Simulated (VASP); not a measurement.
# MgSi (P4/mmm) in VASP: notebook

The runs below take MgSi through single point, with r2SCAN.

All numbers are computed with VASP 6.6.1; they aren't measurements. Logs are shortened: lines on timing, memory, paths and dates and some standing lists are left out, and cuts for length are marked.

### Step 1. The cell of the first run

Symmetry: P4/mmm, No. 123, tetragonal system. Conventional cell: a = 3.070 Å, b = 3.070 Å, c = 3.682 Å, α = 90.00°, β = 90.00°, γ = 90.00°. Within 3.8 Å of Mg (site symmetry 4/mmm) lie 8 Si at 2.85 Å and 6 Mg at 3.07 to 3.68 Å. Within 3.8 Å of Si (site symmetry 4/mmm) lie 8 Mg at 2.85 Å and 6 Si at 3.07 to 3.68 Å.

### Step 2. Single point, r2SCAN

POSCAR

```
MgSi
1.0
    3.0702961271      0.0000000000      0.0000000000
    0.0000000000      3.0702961271      0.0000000000
    0.0000000000      0.0000000000      3.6820752698
Mg Si
1 1
Direct
    0.0000000000      0.0000000000      0.0000000000
    0.5000000000      0.5000000000      0.5000000000
```

INCAR.step1

```
  ALGO = Normal
  EDIFF = 1E-4
  ENCUT = 520
  GGA = PE
  ISMEAR = 0
  LASPH = True
  LCHARG = False
  LREAL = False
  LWAVE = True
  NBANDS = 10
  NELM = 100
  PREC = Accurate
  SIGMA = 0.15
```

INCAR.step2

```
  ALGO = Normal
  EDIFF = 1E-6
  ENCUT = 520
  ISIF = 2
  ISMEAR = 0
  ISTART = 1
  LASPH = True
  LCHARG = False
  LMIXTAU = True
  LREAL = False
  LWAVE = False
  METAGGA = R2SCAN
  NBANDS = 10
  NELM = 100
  PREC = Accurate
  SIGMA = 0.15
```

KPOINTS

```
k-points
0
Gamma
  18 18 14
```

Potentials or basis: VASP PAW PBE potentials, release 64 (Mg, Si).

Run with:

```
$ cat potpaw_PBE.64/Mg/POTCAR potpaw_PBE.64/Si/POTCAR > POTCAR
$ cp INCAR.step1 INCAR
$ mpirun -np 1 vasp_std > vasp.out
$ cp INCAR.step2 INCAR
$ mpirun -np 1 vasp_std > vasp.out
```

OUTCAR:

```text
EDIFF = 1E-6
   ENCUT = 520
   ISIF = 2
   ISMEAR = 0
   ISTART = 1
   LASPH = True
   LREAL = False
   METAGGA = R2SCAN
   NELM = 100
   PREC = Accurate

 ion  position               nearest neighbor table
   1  0.000  0.000  0.000-   2 2.85   2 2.85   2 2.85   2 2.85   2 2.85   2 2.85   2 2.85   2 2.85

   2  0.500  0.500  0.500-   1 2.85   1 2.85   1 2.85   1 2.85   1 2.85   1 2.85   1 2.85   1 2.85

  LATTYP: Found a simple tetragonal cell.
 ALAT       =     3.0702961271
 C/A-ratio  =     1.1992573737

  Lattice vectors:

 A1 = (   3.0702961271,   0.0000000000,   0.0000000000)
 A2 = (   0.0000000000,   3.0702961271,   0.0000000000)
 A3 = (   0.0000000000,   0.0000000000,   3.6820752698)

Analysis of symmetry for initial positions (statically):
=====================================================================
 Subroutine PRICEL returns:
 Original cell was already a primitive cell.

 Routine SETGRP: Setting up the symmetry group for a
 simple tetragonal supercell.

 Subroutine GETGRP returns: Found 16 space group operations
 (whereof 16 operations were pure point group operations)
 out of a pool of 16 trial point group operations.

The static configuration has the point symmetry D_4h.

Analysis of symmetry for dynamics (positions and initial velocities):
=====================================================================
 Subroutine PRICEL returns:
 Original cell was already a primitive cell.

 Routine SETGRP: Setting up the symmetry group for a
 simple tetragonal supercell.

 Subroutine GETGRP returns: Found 16 space group operations
 (whereof 16 operations were pure point group operations)
 out of a pool of 16 trial point group operations.

The dynamic configuration has the point symmetry D_4h.

 Subroutine INISYM returns: Found 16 space group operations
 (whereof 16 operations are pure point group operations),
 and found     1 'primitive' translations

----------------------------------------------------------------------------------------

                                     Primitive cell

  volume of cell :      34.7099

  direct lattice vectors                    reciprocal lattice vectors
     3.070296127  0.000000000  0.000000000     0.325701482  0.000000000  0.000000000
     0.000000000  3.070296127  0.000000000     0.000000000  0.325701482  0.000000000
     0.000000000  0.000000000  3.682075270     0.000000000  0.000000000  0.271585974

  length of vectors
     3.070296127  3.070296127  3.682075270     0.325701482  0.325701482  0.271585974

  position of ions in fractional coordinates (direct lattice)
     0.000000000  0.000000000  0.000000000
     0.500000000  0.500000000  0.500000000

  ion indices of the primitive-cell ions
   primitive index   ion index
                 1           1
                 2           2

----------------------------------------------------------------------------------------

 KPOINTS: k-points

Automatic generation of k-mesh.
 Grid dimensions read from file:
 generate k-points for:   18   18   14

 Generating k-lattice:

  Cartesian coordinates                     Fractional coordinates (reciprocal lattice)
     0.018094527  0.000000000  0.000000000     0.055555556  0.000000000  0.000000000
     0.000000000  0.018094527  0.000000000     0.000000000  0.055555556  0.000000000
     0.000000000  0.000000000  0.019398998     0.000000000  0.000000000  0.071428571

  Length of vectors
     0.018094527  0.018094527  0.019398998

  Shift w.r.t. Gamma in fractional coordinates (k-lattice)
     0.000000000  0.000000000  0.000000000

 Subroutine IBZKPT returns following result:
 ===========================================

 Found    440 irreducible k-points:

 Following reciprocal coordinates:
            Coordinates               Weight
  0.000000  0.000000  0.000000      1.000000
  0.055556  0.000000  0.000000      4.000000
  0.111111  0.000000  0.000000      4.000000
  0.166667  0.000000  0.000000      4.000000
  0.222222  0.000000  0.000000      4.000000
  0.277778  0.000000  0.000000      4.000000
[... 16 lines left out ...]
  0.277778  0.111111  0.000000      8.000000
  0.333333  0.111111  0.000000      8.000000
 [... further k-points ...]
   k-points           NKPTS =    440   k-points in BZ     NKDIM =    440   number of bands    NBANDS=     10
   number of dos      NEDOS =    301   number of ions     NIONS =      2
   total plane-waves  NPLWV =  16128
   dimension x,y,z NGX =    24 NGY =   24 NGZ =   28
   dimension x,y,z NGXF=    48 NGYF=   48 NGZF=   56
   ions per type =               1   1
   NGX,Y,Z   is equivalent  to a cutoff of  13.00, 13.00, 12.64 a.u.
   NGXF,Y,Z  is equivalent  to a cutoff of  25.99, 25.99, 25.28 a.u.
 SYSTEM =  unknown system
   PREC   = accura    normal or accurate (medium, high low for compatibility)
   ISTART =      1    job   : 0-new  1-cont  2-samecut
   ICHARG =      0    charge: 1-file 2-atom 10-const
   ISPIN  =      1    spin polarized calculation?
   LNONCOLLINEAR =      F non collinear calculations
   LSORBIT =      F    spin-orbit coupling
   LASPH  =      T    aspherical Exc in radial PAW
   ENCUT  =  520.0 eV  38.22 Ry    6.18 a.u.   5.71  5.71  6.85*2*pi/ulx,y,z
   NELM   =    100;   NELMIN=  2; NELMDL=  0     # of ELM steps
   EDIFF  = 0.1E-05   stopping-criterion for ELM
   LREAL  =      F    real-space projection
   EDIFFG = 0.1E-04   stopping-criterion for IOM
   NSW    =      0    number of steps for IOM
   IBRION =     -1    ionic relax: 0-MD 1-quasi-New 2-CG
   NFREE  =      0    steps in history (QN), initial steepest desc. (CG)
   ISIF   =      2    stress and relaxation
   ISYM   =      2    0-nonsym 1-usesym 2-fastsym
   POTIM  = 0.5000    time-step for ionic-motion
   TEBEG  =    0.0;   TEEND  =   0.0 temperature during run
   PSTRESS=    0.0 pullay stress
   NELECT =       6.0000    total number of electrons
   NUPDOWN=      -1.0000    fix difference up-down
   EMIN   =  10.00;   EMAX   =-10.00  energy-range for DOS
   EFERMI =   0.00;   METHOD = LEGACY
   ISMEAR =     0;   SIGMA  =   0.15  broadening in eV -4-tet -1-fermi 0-gaus
   EFERMI_NEDOS =   21; number of points for ismear=-14 and -15
   IALGO  =     38    algorithm
   IMIX   =      4    mixing-type and parameters
     AMIX     =   0.40;   BMIX     =  1.00
     AMIX_MAG =   1.60;   BMIX_MAG =  1.00
  volume/ion in A,a.u.               =      17.35       117.12
  Fermi-wavevector in a.u.,A,eV,Ry     =   0.911957  1.723348 11.315488  0.831665
  Thomas-Fermi vector in A             =   2.036296
   LORBIT       =      0    0 simple, 1 ext, 2 COOP (PROOUT), +10 PAW based schemes
   METAGGA = R2SCAN    functional components
   LHFCALC =     F    Hartree Fock is set to
   AEXX    =    0.0000 exact exchange contribution
   IVDW    =     0    specifies the selected vdW correction
   LEPSILON=     F    determine dielectric tensor
   LRPA    =     F    only Hartree local field effects (RPA)
 non-spin polarized calculation
 Gauss-broadening in eV      SIGMA  =   0.15
  energy-cutoff  :      520.00
  volume of cell :       34.71
 maximum number of plane-waves:       952
 NGX is ok and might be reduce to    24

 number of electron       6.0000000 magnetization

 Free energy of the ion-electron system (eV)
  ---------------------------------------------------
  ext. energy  EPLUGINS =         0.00000000
  ---------------------------------------------------
  free energy    TOTEN  =       -12.56891181 eV

  energy without entropy =      -12.56083425  energy(sigma->0) =      -12.56487303

 E-fermi :   6.0697     XC(G=0): -10.4911

 val. band max:        6.0649284732   @ k =   0.5000   0.5000   0.0000
 cond. band min:       6.0782898724   @ k =   0.3889   0.0000   0.4286
 fundamental gap:      0.0133613992
 Fermi energy:         6.0697468247

 k-point     1 :       0.0000    0.0000    0.0000
  band No.  band energies     occupation
      1      -5.6838      2.00000
      2       4.8680      2.00000
      3       7.4828      0.00000
      4       9.1908      0.00000
      5       9.1908      0.00000
      6      10.7339      0.00000
      7      13.4695      0.00000
      8      19.2319      0.00000
      9      19.2319      0.00000
     10      21.0180      0.00000

 k-point     2 :       0.0556    0.0000    0.0000
  band No.  band energies     occupation
      1      -5.6348      2.00000
      2       4.9092      2.00000
      3       7.5121      0.00000
      4       8.3862      0.00000
      5       9.2292      0.00000
      6      11.3053      0.00000
      7      13.8387      0.00000
      8      18.5137      0.00000
      9      19.2785      0.00000
     10      20.5723      0.00000

 k-point     3 :       0.1111    0.0000    0.0000
  band No.  band energies     occupation
      1      -5.4882      2.00000
      2       5.0322      2.00000
      3       6.9499      0.00000
      4       7.7563      0.00000
      5       9.3437      0.00000
      6      11.9139      0.00000
      7      14.9001      0.00000
      8      17.2599      0.00000
      9      19.4177      0.00000
     10      19.5239      0.00000

 k-point     4 :       0.1667    0.0000    0.0000
  band No.  band energies     occupation
      1      -5.2454      2.00000
      2       5.2346      2.00000
      3       5.6082      1.99999
      4       7.9720      0.00000
      5       9.5312      0.00000
      6      12.3457      0.00000
      7      15.9590      0.00000
      8      16.2564      0.00000
      9      18.5680      0.00000
     10      19.6476      0.00000
[... 222 lines left out ...]
 k-point    22 :       0.2222    0.1111    0.0000
  band No.  band energies     occupation
      1      -4.7149      2.00000
      2       4.4502      2.00000
      3       5.6778      1.99978
      4       7.6999      0.00000
      5       8.6314      0.00000
      6      14.8530      0.00000
      7      14.8804      0.00000
      8      16.6471      0.00000
      9      17.1189      0.00000
     10      17.9722      0.00000

 k-point    23 :       0.2778    0.1111    0.0000
  band No.  band energies     occupation
      1      -4.2914      2.00000
      2       3.2161      2.00000
      3       6.0217      1.34969
      4       8.0586      0.00000
      5       9.0453      0.00000
      6      13.7260      0.00000
      7      15.0360      0.00000
      8      15.8521      0.00000
      9      16.2016      0.00000
     10      18.3383      0.00000

 k-point    24 :       0.3333    0.1111    0.0000
  band No.  band energies     occupation
      1      -3.7915      2.00000
      2       2.0752      2.00000
      3       6.4131      0.00121
      4       8.4731      0.00000
      5       9.5395      0.00000
      6      12.6963      0.00000
      7      14.4781      0.00000
      8      14.9639      0.00000
      9      16.1124      0.00000
     10      18.7622      0.00000

 [... further k-points ...]
[... 5 lines left out ...]
  --------------------------------------------------------------------------------------
  -------------------------------------------------------------------------------------
  Total       -0.3158314     -0.3158314      1.0740692      0.0000000      0.0000000     -0.0000000
  in kB      -14.5784963    -14.5784963     49.5780739      0.0000000      0.0000000     -0.0000000
  external PRESSURE =       6.8070271 kB  Pullay stress =       0.0000000 kB

 VOLUME and BASIS-vectors are now :
 -----------------------------------------------------------------------------
  energy-cutoff  :      520.00
  volume of cell :       34.71
      direct lattice vectors                 reciprocal lattice vectors
     3.070296127  0.000000000  0.000000000     0.325701482  0.000000000  0.000000000
     0.000000000  3.070296127  0.000000000     0.000000000  0.325701482  0.000000000
     0.000000000  0.000000000  3.682075270     0.000000000  0.000000000  0.271585974

 POSITION                                       TOTAL-FORCE (eV/Angst)
 -----------------------------------------------------------------------------------
      0.00000      0.00000      0.00000         0.000000      0.000000      0.000000
      1.53515      1.53515      1.84104         0.000000      0.000000      0.000000
 -----------------------------------------------------------------------------------
    total drift:                               -0.000000     -0.000000     -0.000000

  FREE ENERGIE OF THE ION-ELECTRON SYSTEM (eV)
  ---------------------------------------------------
  free  energy   TOTEN  =       -12.5689118130 eV

  energy  without entropy=      -12.5608342509  energy(sigma->0) =      -12.56487303
```

Wall time 4.8 min (1 thread of Intel Xeon Platinum 8259CL at 2.50GHz (Skylake/Cascade Lake), shared host); peak memory 0.29 GiB.

Results:

| Property | Result |
| --- | --- |
| Free energy | -12.5689 eV |
| Pressure | 0.7 GPa |
| Band gap on the k mesh | zero (bands 3 and 4 overlap by 5.90 eV) |

Stress tensor (GPa, compression positive):
```
-1.46  0.00  0.00
 0.00 -1.46  0.00
 0.00  0.00  4.96
```

Caveat: the stress differs along the axes, from -1 to 5 GPa; the PAW data sets were made with another functional, which shifts forces and pressure a little.

### Step 3. Single point, r2SCAN

This run uses another cell than the first one, of the same volume but with other edges.

POSCAR

```
MgSi
1.0
    2.7369035402      0.0000000000      0.0000000000
    0.0000000000      2.7369035402      0.0000000000
    0.0000000000      0.0000000000      4.6337671787
Mg Si
1 1
Direct
    0.0000000000      0.0000000000      0.0000000000
    0.5000000000      0.5000000000      0.5000000000
```

INCAR.step1

```
SYSTEM = MgSi
  PREC = Accurate
  ENCUT = 520
  ISMEAR = 0
  SIGMA = 0.15
  LREAL = .False.
  LASPH = .True.
  NELM = 60
  NBANDS = 10
  GGA = PE
  ALGO = Normal
  EDIFF = 1E-4
  LWAVE = .True.
  LCHARG = .False.
```

INCAR.step2

```
SYSTEM = MgSi
  PREC = Accurate
  ENCUT = 520
  EDIFF = 1E-6
  ISMEAR = 0
  SIGMA = 0.15
  LREAL = .False.
  LASPH = .True.
  NELM = 60
  ALGO = Normal
  ISIF = 2
  LWAVE = .False.
  LCHARG = .False.
  METAGGA = R2SCAN
  LMIXTAU = .True.
  NBANDS = 10
  ISTART = 1
```

KPOINTS

```
regular mesh
0
Gamma
  18 18 14
  0 0 0
```

Potentials or basis: VASP PAW PBE potentials, release 64 (Mg, Si).

Run with:

```
$ cat potpaw_PBE.64/Mg/POTCAR potpaw_PBE.64/Si/POTCAR > POTCAR
$ cp INCAR.step1 INCAR
$ mpirun -np 1 vasp_std > vasp.out
$ cp INCAR.step2 INCAR
$ mpirun -np 1 vasp_std > vasp.out
```

Run time: 4.7 min. Hardware: 1 thread of Intel Xeon Platinum 8259CL at 2.50GHz (Skylake/Cascade Lake), shared host; peak memory 0.28 GiB.

The run converged. Its results:

| Quantity | Value |
| --- | --- |
| Free energy | -12.3960 eV |
| Pressure | -1.5 GPa |
| Band gap on the k mesh | zero (bands 3 and 4 overlap by 5.61 eV) |

Stress tensor (GPa, compression positive):
```
 2.19  0.00  0.00
 0.00  2.19  0.00
 0.00  0.00 -8.73
```

Levels at points of the mesh, in eV from the Fermi level:
| k point | band 1 | band 2 | band 3 | band 4 | band 5 | band 6 | band 7 | band 8 |
| --- | --- | --- | --- | --- | --- | --- | --- | --- |
| (0.00, 0.00, 0.00) | -12.22 | -4.54 | -3.23 | 6.52 | 6.52 | 6.92 | 11.41 | 12.74 |
| (0.50, 0.00, 0.00) | -8.00 | -6.11 | -0.93 | 0.93 | 2.01 | 2.89 | 9.38 | 12.68 |
| (0.50, 0.50, 0.00) | -3.26 | -2.83 | -2.83 | 1.42 | 2.90 | 5.38 | 5.38 | 5.46 |
| (0.00, 0.00, 0.50) | -11.59 | -7.96 | 4.05 | 5.14 | 6.74 | 6.74 | 7.71 | 10.26 |
| (0.50, 0.00, 0.50) | -7.44 | -5.57 | -3.91 | -1.45 | 7.38 | 8.85 | 9.69 | 10.52 |
| (0.50, 0.50, 0.50) | -2.52 | -2.43 | -2.43 | 0.15 | 1.85 | 1.85 | 1.93 | 6.49 |

Caveat: the stress differs along the axes, from -9 to 2 GPa; the PAW data sets were made with another functional, which shifts forces and pressure a little.

### Step 4. Single point, r2SCAN

This run uses another cell than the first one, of the same volume but with other edges.

POSCAR

```
MgSi
1.0
    2.9903633700      0.0000000000      0.0000000000
    0.0000000000      2.9903633700      0.0000000000
    0.0000000000      0.0000000000      3.8815507008
Mg Si
1 1
Direct
    0.0000000000      0.0000000000      0.0000000000
    0.5000000000      0.5000000000      0.5000000000
```

INCAR.step1

```
SYSTEM = MgSi
PREC = Accurate ; ENCUT = 520
ISMEAR = 0 ; SIGMA = 0.15
LREAL = .FALSE. ; LASPH = .TRUE.
NELM = 60 ; NBANDS = 10
GGA = PE ; ALGO = Normal
EDIFF = 1E-4 ; LWAVE = .TRUE.
LCHARG = .FALSE.
```

INCAR.step2

```
SYSTEM = MgSi
PREC = Accurate ; ENCUT = 520
EDIFF = 1E-7 ; ISMEAR = 0
SIGMA = 0.15 ; LREAL = .FALSE.
LASPH = .TRUE. ; NELM = 60
ALGO = Normal ; ISIF = 2
LWAVE = .FALSE. ; LCHARG = .FALSE.
METAGGA = R2SCAN ; LMIXTAU = .TRUE.
NBANDS = 10 ; ISTART = 1
```

KPOINTS

```
Automatic mesh
0
G
  18 18 14
  0 0 0
```

Run with:

```
$ cat potpaw_PBE.64/Mg/POTCAR potpaw_PBE.64/Si/POTCAR > POTCAR
$ cp INCAR.step1 INCAR
$ mpirun -np 1 vasp_std > vasp.out
$ cp INCAR.step2 INCAR
$ mpirun -np 1 vasp_std > vasp.out
```

Run time: 4.9 min. Hardware: 1 thread of Intel Xeon Platinum 8259CL at 2.50GHz (Skylake/Cascade Lake), shared host; peak memory 0.29 GiB.

It converged, with:

```
Free energy            : -12.6255 eV
Pressure               : -0.4 GPa
Band gap on the k mesh : zero (bands 3 and 4 overlap by 6.18 eV)
```

Stress tensor (GPa, compression positive):
```
-1.43  0.00  0.00
 0.00 -1.43  0.00
 0.00  0.00  1.64
```

Levels at points of the mesh, in eV from the Fermi level:
| k point | band 1 | band 2 | band 3 | band 4 | band 5 | band 6 | band 7 |
| --- | --- | --- | --- | --- | --- | --- | --- |
| (0.00, 0.00, 0.00) | -11.84 | -2.19 | 0.27 | 3.84 | 3.84 | 5.14 | 8.27 |
| (0.50, 0.00, 0.00) | -8.57 | -6.27 | 0.34 | 3.67 | 3.86 | 5.54 | 5.99 |
| (0.50, 0.50, 0.00) | -5.12 | -3.60 | -3.60 | 0.33 | 3.09 | 6.29 | 6.29 |
| (0.00, 0.00, 0.50) | -10.51 | -7.29 | 4.53 | 4.53 | 6.88 | 8.88 | 9.29 |
| (0.50, 0.00, 0.50) | -7.35 | -5.05 | -4.18 | -1.40 | 6.81 | 10.95 | 10.96 |
| (0.50, 0.50, 0.50) | -3.74 | -2.55 | -2.55 | -1.12 | 1.14 | 1.14 | 1.41 |

Caveat: the PAW data sets were made with another functional, which shifts forces and pressure a little.

### Step 5. Overview

| cell | gap on the mesh (eV) | pressure (GPa) |
| --- | --- | --- |
| a = 3.070, b = 3.070, c = 3.682 Å, 2 atoms | none | 0.7 |
| a = 2.737, b = 2.737, c = 4.634 Å, 2 atoms | none | -1.5 |
| a = 2.990, b = 2.990, c = 3.882 Å, 2 atoms | none | -0.4 |

Alike in all rows: task single point; level r2SCAN; potentials or basis VASP PAW PBE potentials, release 64 (Mg, Si); no spin polarisation; k mesh 18 × 18 × 14; cutoff (eV) 520; smearing gaussian 0.15 eV.

Caveats: the PAW data sets were made with another functional, which shifts forces and pressure a little; the stress differs along the axes, from -1 to 5 GPa (at least some runs); the stress differs along the axes, from -9 to 2 GPa (at least some runs).

Absolute energies hang on the potentials; compare differences alone.

The gap in the log of VASP goes by the Fermi energy; the results here count the filled bands.